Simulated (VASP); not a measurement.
Input of a VASP 6.6.1 run:

File INCAR:

```
SYSTEM = MgCdS
  PREC = Accurate
  ENCUT = 520
  EDIFF = 1E-6
  ISMEAR = 0
  SIGMA = 0.01
  LREAL = .False.
  LASPH = .True.
  NELM = 60
  ALGO = Normal
  ISIF = 2
  LWAVE = .False.
  LCHARG = .False.
  GGA = PE
  NBANDS = 17
```

The input KPOINTS:

```
regular mesh
0
Gamma
  8 8 8
  0 0 0
```

POSCAR

```
MgCdS
1.0
    4.5465214602      0.0000000000      0.0000000000
    0.0000000000      4.5465214602      0.0000000000
    0.0000000000      0.0000000000      4.5493498236
Mg Cd S
1 1 1
Direct
    0.5000000000      0.5000000000      0.5000000000
    0.0000000000      0.0000000000      0.5000000000
    0.5000000000      0.5000000000      0.0000000000
```

Potentials or basis: VASP PAW PBE potentials, release 64 (Mg, Cd, S).

Command:

```bash
$ cat potpaw_PBE.64/Mg/POTCAR potpaw_PBE.64/Cd/POTCAR potpaw_PBE.64/S/POTCAR > POTCAR
$ mpirun -np 1 vasp_std > vasp.out
```

Predict the pressure.

0.0 GPa.

What does it give for the band gap on the k mesh?

0.06 eV, indirect (least direct gap 0.07 eV).

A k mesh can miss the band edges.
